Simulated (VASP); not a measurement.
Write the native input for VASP 6.6.1 that does the following.

```
Task                   : single point
Functional             : PBEsol
Potentials or basis    : VASP PAW PBE potentials, release 64 (In_d, P)
Cutoff                 : 520 eV
k mesh                 : 8 × 8 × 8
Occupations            : gaussian, width 0.01 eV
Spin                   : non-collinear spin, zero start, spin-orbit coupling
Starting moments       : [[0.0, 0.0, 0.0], [0.0, 0.0, 0.0]] μB
Dipole correction      : no
Further INCAR settings : ALGO = Normal; EDIFF = 1e-06; NBANDS = 30
```

The structure of InP lies in POSCAR:

```
InP
1.0
    0.0000000000      2.9305000000      2.9305000000
    2.9305000000      0.0000000000      2.9305000000
    2.9305000000      2.9305000000      0.0000000000
In P
1 1
Direct
    0.0000000000      0.0000000000      0.0000000000
    0.7500000000      0.7500000000      0.7500000000
```

The input as run:

INCAR

```
PREC = Accurate
ENCUT = 520
EDIFF = 1E-6
ISMEAR = 0
SIGMA = 0.01
LREAL = False
LASPH = True
NELM = 150
ALGO = Normal
ISIF = 2
LWAVE = False
LCHARG = False
MAGMOM = 0 0 0 0 0 0
LORBIT = 11
LSORBIT = True
GGA_COMPAT = False
LORBMOM = True
GGA = PS
NBANDS = 30
```

KPOINTS

```
Automatic mesh
0
Gamma
  8 8 8
```

Potentials or basis: VASP PAW PBE potentials, release 64 (In_d, P).

Command:

```console
$ cat potpaw_PBE.64/In_d/POTCAR potpaw_PBE.64/P/POTCAR > POTCAR
$ mpirun -np 1 vasp_ncl > vasp.out
```

It gave:

| Property | Result |
| --- | --- |
| Pressure | 0.5 GPa |
| Net moment | 0.00 μB per cell |
| Valence electrons inside the program's atomic spheres | In 11.51; P 2.51 |

Caveat: the PAW data sets were made with another functional, which shifts forces and pressure a little.

It took 73 s on 1 thread of Intel(R) Xeon(R) 6975P-C (Granite Rapids), with other jobs on the host, peak memory 0.33 GiB.
